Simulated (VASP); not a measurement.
# CdS (P3m1) in VASP: further runs, part 2 of 2

VASP 6.6.1. The steps go on from the part before.

**4. Single point, r2SCAN**

This run uses another cell than the first one, of 44.72 Å³/atom, 1.043 times its volume.

File POSCAR:

```
CdS
1.0
    4.2325706819      0.0000000000      0.0000000000
   -2.1162803745      3.6655122739      0.0000000000
    0.0000000000      0.0000000000      5.7652146652
Cd S
1 1
Direct
    0.0000000000      0.0000000000      0.4426900000
    0.6666666667      0.3333333333      0.4343100000
```

File INCAR.step1:

```
PREC = Accurate
ENCUT = 520
ISMEAR = -1
SIGMA = 0.1
LREAL = F
LASPH = T
NELM = 80
NBANDS = 16
GGA = PE
ALGO = Normal
EDIFF = 1E-4
LWAVE = T
LCHARG = F
```

File INCAR.step2:

```
PREC = Accurate
ENCUT = 520
EDIFF = 1E-6
ISMEAR = -1
SIGMA = 0.1
LREAL = F
LASPH = T
NELM = 80
ALGO = Normal
ISIF = 2
LWAVE = F
LCHARG = F
METAGGA = R2SCAN
LMIXTAU = T
NBANDS = 16
ISTART = 1
```

File KPOINTS:

```
regular mesh
0
Gamma
  6 6 4
```

The run is started by

```sh
$ cat potpaw_PBE.64/Cd/POTCAR potpaw_PBE.64/S/POTCAR > POTCAR
$ cp INCAR.step1 INCAR
$ mpirun -np 1 vasp_std > vasp.out
$ cp INCAR.step2 INCAR
$ mpirun -np 1 vasp_std > vasp.out
```

Wall time 49 s (1 thread of Intel Xeon 6975P-C (Granite Rapids), shared host); peak memory 0.23 GiB.

It converged, with:

```yaml
Free_energy: -29.0287 eV
Pressure: -0.1 GPa
Largest_force: 0.007 eV/Å
Band_gap_on_the_k_mesh: 1.94 eV, indirect (the least direct gap lies 4.6 meV higher)
```

Forces in eV/Å, atoms in the order of the input:
```
Cd   0.000  0.000 -0.007
S    0.000  0.000  0.007
```

Levels at points of the mesh, in eV from the valence-band top:
```
           k point  band 6  band 7  band 8  band 9  band 10  band 11  band 12  band 13
(0.00, 0.00, 0.00)   -7.20   -1.21    0.00    0.00     1.94     5.87     7.43     7.43
(0.50, 0.00, 0.00)   -6.98   -3.71   -1.39   -0.27     4.14     5.56     7.09     7.82
(0.00, 0.00, 0.50)   -7.19   -1.43    0.00    0.00     2.29     5.35     7.49     7.49
(0.50, 0.00, 0.50)   -6.98   -3.67   -1.39   -0.38     4.32     4.55     8.10     8.61
```

Caveat: the PAW data sets were made with another functional, which shifts forces and pressure a little. A k mesh can miss the band edges.

**5. Single point, r2SCAN**

This run uses another cell than the first one, of 45.64 Å³/atom, 1.064 times its volume.

File POSCAR:

```
CdS
1.0
    4.2611700000      0.0000000000      0.0000000000
   -2.1305800000      3.6902800000      0.0000000000
    0.0000000000      0.0000000000      5.8041700000
Cd S
1 1
Direct
    0.0000000000      0.0000000000      0.4426900000
    0.6666666667      0.3333333333      0.4343100000
```

File INCAR.step1:

```
SYSTEM = CdS
PREC = Accurate
ENCUT = 520
ISMEAR = -1
SIGMA = 0.1
LREAL = .False.
LASPH = .True.
NELM = 100
NBANDS = 16
GGA = PE
ALGO = Normal
EDIFF = 1E-4
LWAVE = .True.
LCHARG = .False.
```

File INCAR.step2:

```
SYSTEM = CdS
PREC = Accurate
ENCUT = 520
EDIFF = 1E-7
ISMEAR = -1
SIGMA = 0.1
LREAL = .False.
LASPH = .True.
NELM = 100
ALGO = Normal
ISIF = 2
LWAVE = .False.
LCHARG = .False.
METAGGA = R2SCAN
LMIXTAU = .True.
NBANDS = 16
ISTART = 1
```

File KPOINTS:

```
Automatic mesh
0
Gamma
  6 6 4
  0 0 0
```

The run is started by

```sh
$ cat potpaw_PBE.64/Cd/POTCAR potpaw_PBE.64/S/POTCAR > POTCAR
$ cp INCAR.step1 INCAR
$ mpirun -np 1 vasp_std > vasp.out
$ cp INCAR.step2 INCAR
$ mpirun -np 1 vasp_std > vasp.out
```

Wall time 60 s (1 thread of Intel Xeon 6975P-C (Granite Rapids), shared host); peak memory 0.23 GiB.

It converged, with:

| Item | Value |
| --- | --- |
| Free energy | -29.0244 eV |
| Pressure | -0.7 GPa |
| Largest force | 0.013 eV/Å |
| Band gap on the k mesh | 1.90 eV, indirect (the least direct gap lies 4.4 meV higher) |

Forces in eV/Å, atoms in the order of the input:
```
Cd   0.000  0.000 -0.013
S    0.000  0.000  0.013
```

Stress tensor (GPa, compression positive):
```
-0.97  0.00  0.00
 0.00 -0.97  0.00
 0.00  0.00 -0.09
```

Levels at points of the mesh, in eV from the valence-band top:
```csv
k point,band 5,band 6,band 7,band 8,band 9,band 10,band 11,band 12,band 13,band 14
"(0.00, 0.00, 0.00)",-7.37,-7.18,-1.12,0.00,0.00,1.90,5.90,7.43,7.43,7.53
"(0.50, 0.00, 0.00)",-7.39,-6.96,-3.61,-1.34,-0.22,4.11,5.58,7.09,7.85,10.63
"(0.00, 0.00, 0.50)",-7.37,-7.17,-1.33,0.00,0.00,2.23,5.37,7.48,7.48,9.75
"(0.50, 0.00, 0.50)",-7.39,-6.95,-3.58,-1.33,-0.33,4.29,4.60,8.10,8.53,10.49
```

Caveat: the PAW data sets were made with another functional, which shifts forces and pressure a little.

**6. Single point, r2SCAN**

This run uses another cell than the first one, of 46.55 Å³/atom, 1.085 times its volume.

File POSCAR:

```
CdS
1.0
    4.2893904913      0.0000000000      0.0000000000
   -2.1446902125      3.7147196526      0.0000000000
    0.0000000000      0.0000000000      5.8426093321
Cd S
1 1
Direct
    0.0000000000      0.0000000000      0.4426900000
    0.6666666667      0.3333333333      0.4343100000
```

File INCAR.step1:

```
  ALGO = Normal
  EDIFF = 1E-4
  ENCUT = 520
  GGA = PE
  ISMEAR = -1
  LASPH = T
  LCHARG = F
  LREAL = F
  LWAVE = T
  NBANDS = 16
  NELM = 60
  PREC = Accurate
  SIGMA = 0.1
```

File INCAR.step2:

```
  ALGO = Normal
  EDIFF = 1E-6
  ENCUT = 520
  ISIF = 2
  ISMEAR = -1
  ISTART = 1
  LASPH = T
  LCHARG = T
  LELF = T
  LMIXTAU = T
  LREAL = F
  LVHAR = T
  LWAVE = F
  METAGGA = R2SCAN
  NBANDS = 16
  NELM = 60
  PREC = Accurate
  SIGMA = 0.1
```

File KPOINTS:

```
k-points
0
Gamma
  6 6 4
```

Potentials or basis: VASP PAW PBE potentials, release 64 (Cd, S).

The run is started by

```sh
$ cat potpaw_PBE.64/Cd/POTCAR potpaw_PBE.64/S/POTCAR > POTCAR
$ cp INCAR.step1 INCAR
$ mpirun -np 1 vasp_std > vasp.out
$ cp INCAR.step2 INCAR
$ mpirun -np 1 vasp_std > vasp.out
```

OUTCAR:

```text
EDIFF = 1E-6
   ENCUT = 520
   ISIF = 2
   ISMEAR = -1
   ISTART = 1
   LASPH = T
   LREAL = F
   METAGGA = R2SCAN
   NELM = 60
   PREC = Accurate

 ion  position               nearest neighbor table
   1  0.000  0.000  0.443-   2 2.48   2 2.48   2 2.48
   2  0.667  0.333  0.434-   1 2.48   1 2.48   1 2.48

  LATTYP: Found a hexagonal cell.
 ALAT       =     4.2893904913
 C/A-ratio  =     1.3621071208

  Lattice vectors:

 A1 = (   4.2893904913,   0.0000000000,   0.0000000000)
 A2 = (  -2.1446902125,   3.7147196526,   0.0000000000)
 A3 = (   0.0000000000,   0.0000000000,   5.8426093321)

Analysis of symmetry for initial positions (statically):
=====================================================================
 Subroutine PRICEL returns:
 Original cell was already a primitive cell.

 Routine SETGRP: Setting up the symmetry group for a
 hexagonal supercell.

 Subroutine GETGRP returns: Found  6 space group operations
 (whereof  6 operations were pure point group operations)
 out of a pool of 24 trial point group operations.

The static configuration has the point symmetry C_3v.

[... 156 lines left out ...]
  energy without entropy =      -29.01375146  energy(sigma->0) =      -29.01375868

 E-fermi :  -1.3865     XC(G=0):  -6.3909

 val. band max:       -2.4462765035   @ k =   0.0000   0.0000   0.5000
 cond. band min:      -0.5806048572   @ k =   0.0000   0.0000   0.0000
 fundamental gap:      1.8656716463
 Fermi energy:        -1.3864616927

 k-point     1 :       0.0000    0.0000    0.0000
  band No.  band energies     occupation
      1     -14.4562      2.00000
      2     -10.2730      2.00000
      3     -10.2729      2.00000
      4      -9.7918      2.00000
      5      -9.7918      2.00000
      6      -9.6047      2.00000
[... 433 lines left out ...]
      3      -9.9487      2.00000
      4      -9.8914      2.00000
      5      -9.8298      2.00000
      6      -9.2159      2.00000
[... 8 lines left out ...]
     15       7.4752      0.00000
     16       8.9922      0.00000

------------------------ aborting loop because EDIFF is reached ----------------------------------------

  FORCE on cell =-STRESS in cart. coord.  units (eV):
  Direction    XX          YY          ZZ          XY          YZ          ZX
  --------------------------------------------------------------------------------------
  -------------------------------------------------------------------------------------
  Total       -1.0308075     -1.0308067     -0.0465251     -0.0000014      0.0000000     -0.0000000
  in kB      -17.7402475    -17.7402334     -0.8006984     -0.0000240      0.0000000     -0.0000000
  external PRESSURE =     -12.0937264 kB  Pullay stress =       0.0000000 kB

 VOLUME and BASIS-vectors are now :
 -----------------------------------------------------------------------------
  energy-cutoff  :      520.00
  volume of cell :       93.10
      direct lattice vectors                 reciprocal lattice vectors
     4.289390491  0.000000000  0.000000000     0.233133356  0.134599344  0.000000000
    -2.144690213  3.714719653  0.000000000     0.000000000  0.269199319  0.000000000
     0.000000000  0.000000000  5.842609332     0.000000000  0.000000000  0.171156403

 POSITION                                       TOTAL-FORCE (eV/Angst)
 -----------------------------------------------------------------------------------
      0.00000      0.00000      2.58646         0.000000      0.000000     -0.018029
      2.14470      1.23824      2.53750         0.000000      0.000000      0.018029
 -----------------------------------------------------------------------------------
    total drift:                                0.000049      0.000010      0.000094

  FREE ENERGIE OF THE ION-ELECTRON SYSTEM (eV)
  ---------------------------------------------------
  free  energy   TOTEN  =       -29.0137659000 eV

  energy  without entropy=      -29.0137514581  energy(sigma->0) =      -29.01375868
```

OSZICAR.step1:

```text
N       E                     dE             d eps       ncg     rms          rms(c)
DAV:   1     0.108553263037E+03    0.10855E+03   -0.77973E+03   768   0.925E+02
DAV:   2    -0.602172150156E+00   -0.10916E+03   -0.10353E+03   936   0.234E+02
DAV:   3    -0.638697738185E+01   -0.57848E+01   -0.57620E+01   992   0.546E+01
DAV:   4    -0.643944922477E+01   -0.52472E-01   -0.52466E-01   968   0.510E+00
DAV:   5    -0.644055305918E+01   -0.11038E-02   -0.11038E-02  1000   0.691E-01    0.724E+00
DAV:   6    -0.567968734944E+01    0.76087E+00   -0.13443E+00  1104   0.124E+01    0.577E+00
DAV:   7    -0.564430450296E+01    0.35383E-01   -0.27769E-01   904   0.343E+00    0.286E+00
DAV:   8    -0.564268273583E+01    0.16218E-02   -0.26961E-02   888   0.192E+00    0.296E-01
DAV:   9    -0.564247951876E+01    0.20322E-03   -0.31809E-03   976   0.703E-01    0.128E-01
DAV:  10    -0.564289948147E+01   -0.41996E-03   -0.42903E-04   848   0.151E-01    0.112E-01
DAV:  11    -0.564316812329E+01   -0.26864E-03   -0.31361E-04   784   0.119E-01    0.454E-02
DAV:  12    -0.564315719900E+01    0.10924E-04   -0.28327E-05   712   0.613E-02
   1 F= -.56431572E+01 E0= -.56430960E+01  d E =-.122342E-03
```

It took 59 s on 1 thread of Intel Xeon 6975P-C (Granite Rapids), shared host; peak memory 0.23 GiB.

What came out:

```yaml
Free_energy: -29.0138 eV
Pressure: -1.2 GPa
Largest_force: 0.018 eV/Å
Band_gap_on_the_k_mesh: 1.87 eV, indirect (the least direct gap lies 4.1 meV higher)
```

Forces on the atoms (eV/Å):
```
Cd   0.000  0.000 -0.018
S    0.000  0.000  0.018
```

Levels at points of the mesh, in eV from the valence-band top:
| k point | band 5 | band 6 | band 7 | band 8 | band 9 | band 10 | band 11 | band 12 | band 13 | band 14 |
| --- | --- | --- | --- | --- | --- | --- | --- | --- | --- | --- |
| (0.00, 0.00, 0.00) | -7.35 | -7.16 | -1.04 | 0.00 | 0.00 | 1.87 | 5.92 | 7.42 | 7.42 | 7.48 |
| (0.50, 0.00, 0.00) | -7.36 | -6.94 | -3.53 | -1.29 | -0.17 | 4.08 | 5.60 | 7.07 | 7.87 | 10.57 |
| (0.00, 0.00, 0.50) | -7.35 | -7.15 | -1.24 | 0.00 | 0.00 | 2.17 | 5.38 | 7.47 | 7.47 | 9.74 |
| (0.50, 0.00, 0.50) | -7.36 | -6.94 | -3.50 | -1.28 | -0.27 | 4.25 | 4.64 | 8.11 | 8.44 | 10.48 |

Caveat: the PAW data sets were made with another functional, which shifts forces and pressure a little.

**7. Summary**

| cell | gap on the mesh (eV) | pressure (GPa) | largest force (eV/Å) |
| --- | --- | --- | --- |
| a = 4.174, b = 4.174, c = 5.686 Å, angles 90.0, 90.0, 120.0°, 2 atoms | 2.00 | 1.3 | 0.01 |
| a = 4.204, b = 4.204, c = 5.726 Å, angles 90.0, 90.0, 120.0°, 2 atoms | 1.97 | 0.6 | - |
| a = 4.233, b = 4.233, c = 5.765 Å, angles 90.0, 90.0, 120.0°, 2 atoms | 1.94 | -0.1 | 0.01 |
| a = 4.261, b = 4.261, c = 5.804 Å, angles 90.0, 90.0, 120.0°, 2 atoms | 1.90 | -0.7 | 0.01 |
| a = 4.289, b = 4.289, c = 5.843 Å, angles 90.0, 90.0, 120.0°, 2 atoms | 1.87 | -1.2 | 0.02 |

Alike in all rows: task single point; level r2SCAN; potentials or basis VASP PAW PBE potentials, release 64 (Cd, S); no spin polarisation; k mesh 6 × 6 × 4; cutoff (eV) 520; smearing fermi-dirac 0.1 eV.

Caveats: the PAW data sets were made with another functional, which shifts forces and pressure a little.

Absolute energies hang on the potentials; compare differences alone.
